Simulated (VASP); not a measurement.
## MgI2: dielectric tensor with PBE

Crystal: MgI2.

```xyz
3
Lattice="0.0000 3.7557 3.7557 3.7557 0.0000 3.7557 3.7557 3.7557 0.0000" Properties=species:S:1:pos:R:3 pbc="T T T"
Mg    0.0000    0.0000    0.0000
I     1.8779    1.8779    1.8779
I     5.6336    5.6336    5.6336
```

```json
{"Program": "VASP 6.6.1", "Task": "dielectric tensor", "Functional": "PBE", "Potentials or basis": "VASP PAW PBE potentials, release 64 (Mg, I)", "Cutoff": "520 eV", "k mesh": "6 × 6 × 6", "Occupations": "gaussian, width 0.01 eV", "Spin": "no spin polarisation", "Dipole correction": "no", "Further INCAR settings": "ALGO = Normal; EDIFF = 1e-08"}
```

```
Band gap on the k mesh                  : 0.58 eV (least direct gap 1.06 eV)
Electronic dielectric tensor (diagonal) : 5.56
Born charges (mean of the diagonal)     : Mg +2.97; I -1.48 e
```

Levels at points of the mesh, in eV from the valence-band top:
```csv
k point,band 5,band 6,band 7,band 8,band 9,band 10,band 11,band 12
"(0.00, 0.00, 0.00)",-2.96,-1.11,-1.11,-1.11,0.58,3.11,3.11,3.11
"(0.50, 0.00, 0.00)",-2.50,-2.50,-2.26,-2.26,2.65,5.07,5.07,5.96
"(0.50, 0.50, 0.00)",-3.75,-0.50,-0.50,0.00,1.06,4.09,6.42,6.47
```

Electronic dielectric tensor:
```
5.56 0.00 0.00
0.00 5.56 0.00
0.00 0.00 5.56
```

Born effective charge tensors (e):
atom 1, Mg
```
2.97 0.00 0.00
0.00 2.97 0.00
0.00 0.00 2.97
```
atom 2, I
```
-1.48  0.00  0.00
 0.00 -1.48  0.00
 0.00  0.00 -1.48
```
atom 3, I
```
-1.48  0.00  0.00
 0.00 -1.48  0.00
 0.00  0.00 -1.48
```

Wall time 4.2 min on 1 thread of Intel(R) Xeon(R) Platinum 8488C (Sapphire Rapids) (shared host), peak memory 0.33 GiB.

Caveat: the gap is small at this level, which inflates the dielectric constant; spin-orbit coupling is left out, which moves the levels of the heavy elements. A k mesh can miss the band edges.
